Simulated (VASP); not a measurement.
# CaIr in VASP: notebook

Runs on CaIr. Level: PBE. Tasks: single point, molecular dynamics.

Program: VASP 6.6.1. These are calculated values, not measurements. Logs are shortened: lines on timing, memory, paths and dates and some standing lists are left out, and cuts for length are marked.

## Step 1: The cell of the first run

The cell holds a disordered packing, 8 atoms: a = 6.111 Å, b = 4.997 Å, c = 5.741 Å, α = 82.86°, β = 86.96°, γ = 105.58°.

## Step 2: Single point, PBE

Input file INCAR:

```
PREC = Accurate
ENCUT = 400
EDIFF = 1E-6
ISMEAR = -1
SIGMA = 0.1
LREAL = F
LASPH = T
NELM = 120
ALGO = Normal
ISIF = 2
LWAVE = F
LCHARG = F
GGA = PE
NBANDS = 48
GGA_COMPAT = F
```

Input file KPOINTS:

```
regular mesh
0
Gamma
  3 3 3
```

Input file POSCAR:

```
CaIr
1.0
    6.0065890000     -1.0660310000     -0.3507010000
   -0.4686360000      4.9683550000      0.2650100000
    0.7265470000      0.4833110000      5.6740460000
Ir Ca
4 4
Direct
    0.2284140112      0.6550293883      0.3988899075
    0.6333443506      0.8797285860      0.7574104307
    0.3366003637      0.3726884309      0.0937574216
    0.0230875580      0.0375664497      0.4262112688
    0.9594508262      0.3517426604      0.8042500963
    0.2076078212      0.9120509117      0.8655724078
    0.5316352086      0.3716384352      0.5887698298
    0.7791963897      0.6502319394      0.1550355755
```

Potentials or basis: VASP PAW PBE potentials, release 64 (Ir, Ca_sv).

The run is started by

```
$ cat potpaw_PBE.64/Ir/POTCAR potpaw_PBE.64/Ca_sv/POTCAR > POTCAR
$ mpirun -np 1 vasp_std > vasp.out
```

OUTCAR:

```text
PREC = Accurate
   ENCUT = 400
   EDIFF = 1E-6
   ISMEAR = -1
   LREAL = F
   LASPH = T
   NELM = 120
   ISIF = 2
   GGA = PE

 ion  position               nearest neighbor table
   1  0.228  0.655  0.399-   3 2.55   4 2.57   5 2.79   7 2.80   4 2.98   6 3.12   8 3.14   6 3.19
                             2 3.35
   2  0.633  0.880  0.757-   6 2.69   5 2.70   8 2.73   7 2.76   7 2.77   4 2.84   3 3.06   1 3.35

   3  0.337  0.373  0.094-   1 2.55   4 2.69   6 2.74   8 2.75   5 2.90   2 3.06   7 3.08   7 3.14
                             6 3.16
   4  0.023  0.038  0.426-   1 2.57   3 2.69   8 2.80   2 2.84   6 2.88   5 2.90   1 2.98
   5  0.959  0.352  0.804-   2 2.70   1 2.79   6 2.88   3 2.90   4 2.90   7 2.97   8 2.98   6 2.98

   6  0.208  0.912  0.866-   2 2.69   3 2.74   7 2.83   5 2.88   4 2.88   8 2.91   5 2.98   1 3.12
                             3 3.16   1 3.19
   7  0.532  0.372  0.589-   2 2.76   2 2.77   1 2.80   8 2.83   6 2.83   5 2.97   3 3.08   3 3.14

   8  0.779  0.650  0.155-   2 2.73   3 2.75   4 2.80   7 2.83   6 2.91   5 2.98   1 3.14

  LATTYP: Found a triclinic cell.
 ALAT       =     6.1105257302
 B/A-ratio  =     3.0221177876
 C/A-ratio  =     1.3496466957
 COS(alpha) =     0.0039817043
 COS(beta)  =     0.5412431909
 COS(gamma) =     0.8236738594

  Lattice vectors:

 A1 = (   6.0065890000,  -1.0660310000,  -0.3507010000)
 A2 = (  13.6769970000, -11.5854610000,   4.4426240000)
 A3 = (   4.8114060000,   3.4190130000,  -5.7597370000)

Analysis of symmetry for initial positions (statically):
=====================================================================
 Subroutine PRICEL returns:
 Original cell was already a primitive cell.

 Routine SETGRP: Setting up the symmetry group for a
 triclinic supercell.

 Subroutine GETGRP returns: Found  1 space group operations
 (whereof  1 operations were pure point group operations)
 out of a pool of  2 trial point group operations.

The static configuration has the point symmetry C_1 .

Analysis of symmetry for dynamics (positions and initial velocities):
=====================================================================
 Subroutine PRICEL returns:
 Original cell was already a primitive cell.

 Routine SETGRP: Setting up the symmetry group for a
 triclinic supercell.

 Subroutine GETGRP returns: Found  1 space group operations
 (whereof  1 operations were pure point group operations)
 out of a pool of  2 trial point group operations.

The dynamic configuration has the point symmetry C_1 .

 Subroutine INISYM returns: Found  1 space group operations
 (whereof  1 operations are pure point group operations),
 and found     1 'primitive' translations

----------------------------------------------------------------------------------------

                                     Primitive cell

  volume of cell :     166.8659

  direct lattice vectors                    reciprocal lattice vectors
     6.006589000 -1.066031000 -0.350701000     0.168174485  0.017089195 -0.022989955
    -0.468636000  4.968355000  0.265010000     0.035233143  0.205772755 -0.022039083
     0.726547000  0.483311000  5.674046000     0.008748929 -0.008554502  0.175849469

  length of vectors
     6.110525730  4.997439485  5.740754138     0.170596706  0.209927421  0.176274669

  position of ions in fractional coordinates (direct lattice)
     0.228414011  0.655029388  0.398889907
     0.633344351  0.879728586  0.757410431
     0.336600364  0.372688431  0.093757422
     0.023087558  0.037566450  0.426211269
     0.959450826  0.351742660  0.804250096
     0.207607821  0.912050912  0.865572408
     0.531635209  0.371638435  0.588769830
     0.779196390  0.650231939  0.155035576

  ion indices of the primitive-cell ions
   primitive index   ion index
                 1           1
                 2           2
                 3           3
                 4           4
                 5           5
                 6           6
                 7           7
                 8           8

----------------------------------------------------------------------------------------

 KPOINTS: regular mesh

Automatic generation of k-mesh.
 Grid dimensions read from file:
 generate k-points for:    3    3    3

 Generating k-lattice:

  Cartesian coordinates                     Fractional coordinates (reciprocal lattice)
     0.056058162  0.005696398 -0.007663318     0.333333333  0.000000000  0.000000000
     0.011744381  0.068590918 -0.007346361     0.000000000  0.333333333  0.000000000
     0.002916310 -0.002851501  0.058616490     0.000000000  0.000000000  0.333333333

  Length of vectors
     0.056865569  0.069975807  0.058758223

  Shift w.r.t. Gamma in fractional coordinates (k-lattice)
     0.000000000  0.000000000  0.000000000

 Subroutine IBZKPT returns following result:
 ===========================================

 Found     14 irreducible k-points:

 Following reciprocal coordinates:
            Coordinates               Weight
  0.000000  0.000000  0.000000      1.000000
  0.333333  0.000000  0.000000      2.000000
  0.000000  0.333333  0.000000      2.000000
  0.333333  0.333333 -0.000000      2.000000
 -0.333333  0.333333 -0.000000      2.000000
  0.000000  0.000000  0.333333      2.000000
  0.333333 -0.000000  0.333333      2.000000
 -0.333333 -0.000000  0.333333      2.000000
  0.000000  0.333333  0.333333      2.000000
  0.333333  0.333333  0.333333      2.000000
 -0.333333  0.333333  0.333333      2.000000
 -0.000000 -0.333333  0.333333      2.000000
  0.333333 -0.333333  0.333333      2.000000
 -0.333333 -0.333333  0.333333      2.000000
   k-points           NKPTS =     14   k-points in BZ     NKDIM =     14   number of bands    NBANDS=     48
   number of dos      NEDOS =    301   number of ions     NIONS =      8
   total plane-waves  NPLWV =  57600
   dimension x,y,z NGX =    40 NGY =   36 NGZ =   40
   dimension x,y,z NGXF=    80 NGYF=   72 NGZF=   80
   ions per type =               4   4
   NGX,Y,Z   is equivalent  to a cutoff of  10.88, 11.98, 11.58 a.u.
   NGXF,Y,Z  is equivalent  to a cutoff of  21.77, 23.95, 23.17 a.u.
 SYSTEM =  unknown system
   PREC   = accura    normal or accurate (medium, high low for compatibility)
   ISTART =      0    job   : 0-new  1-cont  2-samecut
   ICHARG =      2    charge: 1-file 2-atom 10-const
   ISPIN  =      1    spin polarized calculation?
   LNONCOLLINEAR =      F non collinear calculations
   LSORBIT =      F    spin-orbit coupling
   LASPH  =      T    aspherical Exc in radial PAW
   ENCUT  =  400.0 eV  29.40 Ry    5.42 a.u.   9.96  8.15  9.36*2*pi/ulx,y,z
   NELM   =    120;   NELMIN=  2; NELMDL= -5     # of ELM steps
   EDIFF  = 0.1E-05   stopping-criterion for ELM
   LREAL  =      F    real-space projection
   EDIFFG = 0.1E-04   stopping-criterion for IOM
   NSW    =      0    number of steps for IOM
   IBRION =     -1    ionic relax: 0-MD 1-quasi-New 2-CG
   NFREE  =      0    steps in history (QN), initial steepest desc. (CG)
   ISIF   =      2    stress and relaxation
   ISYM   =      2    0-nonsym 1-usesym 2-fastsym
   POTIM  = 0.5000    time-step for ionic-motion
   TEBEG  =    0.0;   TEEND  =   0.0 temperature during run
   PSTRESS=    0.0 pullay stress
   NELECT =      76.0000    total number of electrons
   NUPDOWN=      -1.0000    fix difference up-down
   EMIN   =  10.00;   EMAX   =-10.00  energy-range for DOS
   EFERMI =   0.00;   METHOD = LEGACY
   ISMEAR =    -1;   SIGMA  =   0.10  broadening in eV -4-tet -1-fermi 0-gaus
   EFERMI_NEDOS =   21; number of points for ismear=-14 and -15
   IALGO  =     38    algorithm
   IMIX   =      4    mixing-type and parameters
     AMIX     =   0.40;   BMIX     =  1.00
     AMIX_MAG =   1.60;   BMIX_MAG =  1.00
  volume/ion in A,a.u.               =      20.86       140.76
  Fermi-wavevector in a.u.,A,eV,Ry     =   1.259573  2.380249 21.585984  1.586525
  Thomas-Fermi vector in A             =   2.393126
   LORBIT       =      0    0 simple, 1 ext, 2 COOP (PROOUT), +10 PAW based schemes
   GGA     = PE    functional components
   LHFCALC =     F    Hartree Fock is set to
   AEXX    =    0.0000 exact exchange contribution
   IVDW    =     0    specifies the selected vdW correction
   LEPSILON=     F    determine dielectric tensor
   LRPA    =     F    only Hartree local field effects (RPA)
 non-spin polarized calculation
  energy-cutoff  :      400.00
  volume of cell :      166.87
 maximum number of plane-waves:      3051
   NGX = 19   NGY = 17   NGZ = 19

 number of electron      75.9999998 magnetization

 Free energy of the ion-electron system (eV)
  ---------------------------------------------------
  ext. energy  EPLUGINS =         0.00000000
  ---------------------------------------------------
  free energy    TOTEN  =       -40.18903548 eV

  energy without entropy =      -39.95610421  energy(sigma->0) =      -40.07256984

 E-fermi :   5.0398     XC(G=0): -10.7910

 val. band max:        5.0295904124   @ k =  -0.3333  -0.3333   0.3333
 cond. band min:       5.0635976330   @ k =   0.0000   0.3333   0.0000
 fundamental gap:      0.0340072206
 Fermi energy:         5.0397627520

 k-point     1 :       0.0000    0.0000    0.0000
  band No.  band energies     occupation
      1     -35.5838      2.00000
      2     -35.3405      2.00000
      3     -35.2394      2.00000
      4     -35.1403      2.00000
      5     -17.1607      2.00000
      6     -17.0136      2.00000
[... 40 lines left out ...]
     47       7.7778      0.00000
     48       8.2066      0.00000

 k-point     2 :       0.3333    0.0000    0.0000
  band No.  band energies     occupation
      1     -35.5796      2.00000
      2     -35.3288      2.00000
      3     -35.2709      2.00000
      4     -35.1246      2.00000
      5     -17.2952      2.00000
      6     -16.8807      2.00000
[... 604 lines left out ...]
 k-point    14 :      -0.3333   -0.3333    0.3333
  band No.  band energies     occupation
      1     -35.5762      2.00000
      2     -35.3101      2.00000
      3     -35.2699      2.00000
      4     -35.1470      2.00000
      5     -17.1735      2.00000
      6     -16.9845      2.00000
[... 40 lines left out ...]
     47       8.1490      0.00000
     48       8.2828      0.00000

------------------------ aborting loop because EDIFF is reached ----------------------------------------

  FORCE on cell =-STRESS in cart. coord.  units (eV):
  Direction    XX          YY          ZZ          XY          YZ          ZX
  --------------------------------------------------------------------------------------
  -------------------------------------------------------------------------------------
  Total        4.3990296      5.1415942      5.9976046      2.1116684      0.0140499     -0.9115325
  in kB       42.2376535     49.3674499     57.5865057     20.2753625      0.1349014     -8.7521559
  external PRESSURE =      49.7305364 kB  Pullay stress =       0.0000000 kB

 VOLUME and BASIS-vectors are now :
 -----------------------------------------------------------------------------
  energy-cutoff  :      400.00
  volume of cell :      166.87
      direct lattice vectors                 reciprocal lattice vectors
     6.006589000 -1.066031000 -0.350701000     0.168174485  0.017089195 -0.022989955
    -0.468636000  4.968355000  0.265010000     0.035233143  0.205772755 -0.022039083
     0.726547000  0.483311000  5.674046000     0.008748929 -0.008554502  0.175849469

 POSITION                                       TOTAL-FORCE (eV/Angst)
 -----------------------------------------------------------------------------------
      1.35483      3.20371      2.35680        -1.472176      0.551912     -0.787017
      3.94226      4.06170      4.30860         1.338217     -1.337234     -1.402584
      1.91528      1.53814      0.51270        -0.132908      0.324690      0.127840
      0.43073      0.36802      2.42020         0.718769      0.624608      0.430281
      6.18251      1.11348      4.32009         0.038312     -0.156410      0.173455
      1.44847      4.72842      5.08019         0.615787     -0.748552      0.817737
      3.44692      1.56425      3.25275        -0.543744      0.087840     -0.373671
      4.48823      2.47487      0.77873        -0.562259      0.653147      1.013959
 -----------------------------------------------------------------------------------
    total drift:                               -0.000151     -0.000126      0.000576

  FREE ENERGIE OF THE ION-ELECTRON SYSTEM (eV)
  ---------------------------------------------------
  free  energy   TOTEN  =       -40.1890354755 eV

  energy  without entropy=      -39.9561042054  energy(sigma->0) =      -40.07256984
```

Wall time 65 s (1 thread of Intel Xeon 6975P-C (Granite Rapids), shared host); peak memory 0.25 GiB.

What came out:

```
Free energy            : -40.1890 eV
Pressure               : 5.0 GPa
Largest force          : 2.355 eV/Å
Band gap on the k mesh : zero (bands 38 and 39 overlap by 0.13 eV)
```

Forces in eV/Å, atoms in the order of the input:
```
Ir  -1.472  0.552 -0.787
Ir   1.338 -1.337 -1.403
Ir  -0.133  0.325  0.128
Ir   0.719  0.625  0.430
Ca   0.038 -0.156  0.173
Ca   0.616 -0.749  0.818
Ca  -0.544  0.088 -0.374
Ca  -0.562  0.653  1.014
```

Stress tensor (GPa, compression positive):
```
 4.22  2.03 -0.88
 2.03  4.94  0.01
-0.88  0.01  5.76
```

Levels at points of the mesh, in eV from the Fermi level:
```csv
k point,band 35,band 36,band 37,band 38,band 39,band 40,band 41,band 42
"(0.00, 0.00, 0.00)",-0.69,-0.47,-0.25,-0.10,0.16,0.66,1.20,1.26
```

Caveat: the k points lie up to 0.44 Å⁻¹ apart; spin-orbit coupling is left out, which moves the levels of the heavy elements.

## Step 3: Single point, PBE

Input file INCAR:

```
SYSTEM = CaIr
PREC = Accurate
ENCUT = 400
EDIFF = 1E-6
ISMEAR = -1
SIGMA = 0.1
LREAL = .FALSE.
LASPH = .TRUE.
NELM = 120
ALGO = Normal
ISIF = 2
LWAVE = .FALSE.
LCHARG = .TRUE.
GGA = PE
LELF = .TRUE.
LVHAR = .TRUE.
NBANDS = 48
GGA_COMPAT = .FALSE.
```

Input file KPOINTS:

```
Automatic mesh
0
G
  3 3 3
  0 0 0
```

Input file POSCAR:

```
CaIr
1.0
    6.0065890000     -1.0660310000     -0.3507010000
   -0.4686360000      4.9683550000      0.2650100000
    0.7265470000      0.4833110000      5.6740460000
Ir Ca
4 4
Direct
    0.2257715549      0.6576274916      0.3941905738
    0.6371175374      0.8744046456      0.7540493648
    0.3369270965      0.3759494643      0.0938739838
    0.0241568175      0.0389098494      0.4305756987
    0.9562664666      0.3532370196      0.8065588935
    0.2170589765      0.9038297566      0.8806327753
    0.5237700525      0.3613717452      0.5782218817
    0.7686769978      0.6582164548      0.1653810789
```

Potentials or basis: VASP PAW PBE potentials, release 64 (Ir, Ca_sv).

The run is started by

```
$ cat potpaw_PBE.64/Ir/POTCAR potpaw_PBE.64/Ca_sv/POTCAR > POTCAR
$ mpirun -np 1 vasp_std > vasp.out
```

Wall time 62 s (1 thread of Intel Xeon 6975P-C (Granite Rapids), shared host); peak memory 0.25 GiB.

The run converged. Its results:

```yaml
Free_energy: -40.6580 eV
Pressure: 5.0 GPa
Largest_force: 2.520 eV/Å
Band_gap_on_the_k_mesh: zero (bands 38 and 39 overlap by 0.12 eV)
```

Forces on the atoms (eV/Å):
```
Ir  -1.499  0.530 -0.435
Ir   1.388 -1.407 -1.563
Ir  -0.156  0.161 -0.033
Ir   0.792  0.647  0.497
Ca  -0.030 -0.162  0.214
Ca   0.312 -0.519  0.690
Ca  -0.536 -0.134  0.023
Ca  -0.271  0.885  0.606
```

Stress tensor (GPa, compression positive):
```
 4.22  2.11 -0.77
 2.11  4.78 -0.27
-0.77 -0.27  6.02
```

Levels at points of the mesh, in eV from the Fermi level:
| k point | band 34 | band 35 | band 36 | band 37 | band 38 | band 39 | band 40 | band 41 | band 42 | band 43 |
| --- | --- | --- | --- | --- | --- | --- | --- | --- | --- | --- |
| (0.00, 0.00, 0.00) | -0.80 | -0.73 | -0.47 | -0.29 | -0.10 | 0.17 | 0.69 | 1.23 | 1.28 | 1.65 |

Caveat: the k points lie up to 0.44 Å⁻¹ apart; spin-orbit coupling is left out, which moves the levels of the heavy elements.

## Step 4: Single point, PBE

Input file INCAR:

```
SYSTEM = CaIr
ALGO = Normal
EDIFF = 1E-6
ENCUT = 400
GGA = PE
GGA_COMPAT = .False.
ISIF = 2
ISMEAR = -1
LASPH = .True.
LCHARG = .False.
LREAL = .False.
LWAVE = .False.
NBANDS = 48
NELM = 120
PREC = Accurate
SIGMA = 0.1
```

Input file KPOINTS:

```
k-points
0
Gamma
  3 3 3
  0 0 0
```

Input file POSCAR:

```
CaIr
1.0
    6.0065890000     -1.0660310000     -0.3507010000
   -0.4686360000      4.9683550000      0.2650100000
    0.7265470000      0.4833110000      5.6740460000
Ir Ca
4 4
Direct
    0.2210086864      0.6605575262      0.3890907154
    0.6429737845      0.8675989839      0.7484978343
    0.3369903831      0.3791258732      0.0938966157
    0.0264974089      0.0416301217      0.4353528803
    0.9527363121      0.3526049363      0.8105007861
    0.2270233387      0.8913959290      0.9000881341
    0.5122275522      0.3497986904      0.5690050035
    0.7570116392      0.6731621638      0.1792660888
```

The run is started by

```
$ cat potpaw_PBE.64/Ir/POTCAR potpaw_PBE.64/Ca_sv/POTCAR > POTCAR
$ mpirun -np 1 vasp_std > vasp.out
```

Run time: 55 s. Hardware: 1 thread of Intel Xeon 6975P-C (Granite Rapids), shared host; peak memory 0.25 GiB.

Results (log left out):

- Free energy: -41.1966 eV
- Pressure: 5.4 GPa
- Largest force: 2.540 eV/Å
- Band gap on the k mesh: zero (bands 38 and 39 overlap by 0.10 eV)

Forces on the atoms (eV/Å):
```
Ir  -1.453  0.372  0.074
Ir   1.355 -1.424 -1.608
Ir  -0.097 -0.060 -0.215
Ir   0.820  0.694  0.527
Ca  -0.175 -0.077  0.276
Ca   0.072 -0.107  0.345
Ca  -0.463 -0.483  0.431
Ca  -0.059  1.086  0.170
```

Stress tensor (GPa, compression positive):
```
 4.33  2.20 -0.47
 2.20  5.26 -0.64
-0.47 -0.64  6.60
```

Levels at points of the mesh, in eV from the Fermi level:
| k point | band 34 | band 35 | band 36 | band 37 | band 38 | band 39 | band 40 | band 41 | band 42 | band 43 |
| --- | --- | --- | --- | --- | --- | --- | --- | --- | --- | --- |
| (0.00, 0.00, 0.00) | -0.87 | -0.79 | -0.48 | -0.35 | -0.10 | 0.17 | 0.76 | 1.22 | 1.38 | 1.65 |

Caveat: the k points lie up to 0.44 Å⁻¹ apart; spin-orbit coupling is left out, which moves the levels of the heavy elements.

(Continued in part 2 of 2.)

The gap in the log of VASP goes by the Fermi energy; the results here count the filled bands.